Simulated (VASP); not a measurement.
## SrO: single point with PBE

Crystal: SrO.

```xyz
2
Lattice="0.0000 2.5228 2.5228 2.5228 0.0000 2.5228 2.5228 2.5228 0.0000" Properties=species:S:1:pos:R:3 pbc="T T T"
Sr    2.5228    2.5228    2.5228
O     0.0000    0.0000    0.0000
```

| Quantity | Value |
| --- | --- |
| Program | VASP 6.6.1 |
| Task | single point |
| Functional | PBE |
| Potentials or basis | VASP PAW PBE potentials, release 64 (Sr_sv, O) |
| Cutoff | 600 eV |
| k mesh | 6 × 6 × 6 |
| Occupations | gaussian, width 0.01 eV |
| Spin | no spin polarisation |

The pressure is 9.7 GPa and the band gap on the k mesh is 3.22 eV, indirect (least direct gap 3.27 eV).

Levels at points of the mesh, in eV from the valence-band top:
| k point | band 4 | band 5 | band 6 | band 7 | band 8 | band 9 | band 10 | band 11 | band 12 | band 13 |
| --- | --- | --- | --- | --- | --- | --- | --- | --- | --- | --- |
| (0.00, 0.00, 0.00) | -13.77 | -13.77 | 0.00 | 0.00 | 0.00 | 4.41 | 6.33 | 6.33 | 6.33 | 8.63 |
| (0.50, 0.00, 0.00) | -13.86 | -12.55 | -2.28 | -1.25 | -1.25 | 6.80 | 8.93 | 9.18 | 9.18 | 12.47 |
| (0.50, 0.50, 0.00) | -14.21 | -14.21 | -0.32 | -0.05 | -0.05 | 3.22 | 8.25 | 10.55 | 10.90 | 11.56 |

Run time: 38 s on 1 thread of Intel Xeon 8259CL (shared host), peak memory 0.17 GiB.

A k mesh can miss the band edges. PBE gaps usually lie below the measured ones, often by a third to a half.
